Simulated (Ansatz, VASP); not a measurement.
# Two plane-wave programs on Al2As3

Contents of INCAR:

```
SYSTEM = Al2As3
  PREC = Accurate
  ENCUT = 600
  EDIFF = 1E-6
  ISMEAR = 0
  SIGMA = 0.1
  LREAL = .False.
  LASPH = .True.
  NELM = 80
  ALGO = Normal
  ISIF = 3
  LWAVE = .False.
  LCHARG = .False.
  GGA = PE
  IBRION = 2
  NSW = 100
  EDIFFG = -0.01
```

Contents of KPOINTS:

```
Automatic mesh
0
Gamma
  12 12 12
  0 0 0
```

The input POSCAR:

```
Al2As3
1.0
    1.9063679446      1.1006420460      7.7087215409
   -1.9063679446      1.1006420460      7.7087215409
    0.0000000000     -2.2012840920      7.7087215409
Al As
2 3
Direct
    0.3962599570      0.3962599570      0.3962599570
    0.6037400430      0.6037400430      0.6037400430
    0.0000000000      0.0000000000      0.0000000000
    0.2005342882      0.2005342882      0.2005342882
    0.7994657118      0.7994657118      0.7994657118
```

Input for Ansatz:

```yaml
crystal:
  lattice:
    - [1.9063679446, 1.100642046, 7.7087215409]
    - [-1.9063679446, 1.100642046, 7.7087215409]
    - [0.0, -2.201284092, 7.7087215409]
  atoms:
    - { symbol: Al, position: [0.396259957, 0.396259957, 0.396259957] }
    - { symbol: Al, position: [0.603740043, 0.603740043, 0.603740043] }
    - { symbol: As, position: [0.0, 0.0, 0.0] }
    - { symbol: As, position: [0.2005342882, 0.2005342882, 0.2005342882] }
    - { symbol: As, position: [0.7994657118, 0.7994657118, 0.7994657118] }
basis:
  ecutwfc: 420
kpoints:
  mp_grid: { grid: [12, 12, 12] }
hamiltonian:
  xc: pbe
scf:
  occupations: { method: gaussian, width: 0.1 }
output:
  forces: true
  stress: true
  eigenvalues: true
  write_density: true
  write_potential: true
  elf: true
  volumetric_format: npy
relax:
  adjacent_minimum: "off"
  f_tol: 0.01
  max_steps: 80
  cell: { stress_tol: 0.05 }
```

Alike in both runs: task relaxation of cell and atoms; functional PBE; k mesh 12 × 12 × 12; occupations gaussian, width 0.1 eV; no spin polarisation.

|  | VASP | Ansatz |
| --- | --- | --- |
| version | VASP 6.6.1 | Ansatz 0.2.0 |
| potentials or method | VASP PAW PBE potentials, release 64 (Al, As), cutoff 600 eV | scalar-relativistic, plane waves, PAW |
| valence electrons in the cell | 21 | 51 |

Ansatz gave:

| Quantity | Value |
| --- | --- |
| gap on the k mesh at the Fermi level, each at its own relaxed structure (eV) | none |
| relaxed volume (Å³/atom) | 19.38 |
| relaxed cell length with the largest relative difference (Å) | 8.149 |

Question: Estimate VASP's values.

Answer: gap on the k mesh at the Fermi level, each at its own relaxed structure (eV): none; relaxed volume (Å³/atom): 19.40; relaxed cell length with the largest relative difference (Å): 8.155.

A gap of «none» marks a metal or a gap that the smearing closes. VASP's potentials hold 21 valence electrons a cell and Ansatz's 51, so a difference there can come from the potentials and not from the codes.
